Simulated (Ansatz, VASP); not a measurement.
**LiH: VASP beside Ansatz**

```
Li H
1.0
     2.51400    0.01234    0.01234
     0.01234    2.51400    0.01234
     0.01234    0.01234    2.51400
Li H
1 1
Direct
  0.00000 0.00000 0.00000
  0.50000 0.50000 0.50000
```

Change from the starting cell: shear_111 strain +1.5%.

Alike in both runs: task single point; functional r2SCAN; k mesh 10 × 10 × 10; no spin polarisation.

```csv
,VASP,Ansatz
version,VASP 6.6.1,Ansatz 0.2.0
potentials or method,"VASP PAW PBE potentials, release 64 (Li_sv, H)","plane waves, PAW"
plane-wave cutoff (eV),520,500
occupations,"gaussian, width 0.01 eV",fixed
valence electrons in the cell,4,4
```

```csv
,VASP,Ansatz,Ansatz less VASP
gap on the k mesh at the Fermi level (eV),1.31,1.14,-0.172
```

VASP's potentials were made for PBE, not for r2SCAN.

Noted on VASP's run: the cutoff is under 1.25 times that of the potentials, so the pressure is a little rough.
